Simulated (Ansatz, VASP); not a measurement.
PbO: VASP beside Ansatz

```
Pb O
1.0
     4.03424    0.00000    0.00000
     0.00000    4.03424    0.00000
     0.00000    0.00000    4.99305
Pb O
2 2
Direct
  0.50000 0.00000 0.23777
  0.00000 0.50000 0.76223
  0.00000 0.00000 0.00000
  0.50000 0.50000 0.00000
```

Alike in both runs: task single point; functional PBE; dispersion D3(BJ); k mesh 8 × 8 × 6; occupations gaussian, width 0.02 eV; no spin polarisation.

```csv
,VASP,Ansatz
version,VASP 6.6.1,Ansatz 0.2.0
potentials or method,"VASP PAW PBE potentials, release 64 (Pb_d, O), cutoff 520 eV","scalar-relativistic, plane waves, PAW"
valence electrons in the cell,40,40
```

|  | VASP | Ansatz | Ansatz less VASP |
| --- | --- | --- | --- |
| gap on the k mesh at the Fermi level (eV) | 1.27 | 1.27 | -0.006 |
| least direct gap on the mesh (eV) | 2.18 | 2.18 | -0.001 |
| pressure (GPa) | 0.1 | 0.0 | -0.08 |
| rms of the force components (eV/Å) | 0.016 | 0.000 | -0.0158 |

Atom by atom the forces differ by 0.016 eV/Å (rms over components).

Spin-orbit coupling is off throughout.
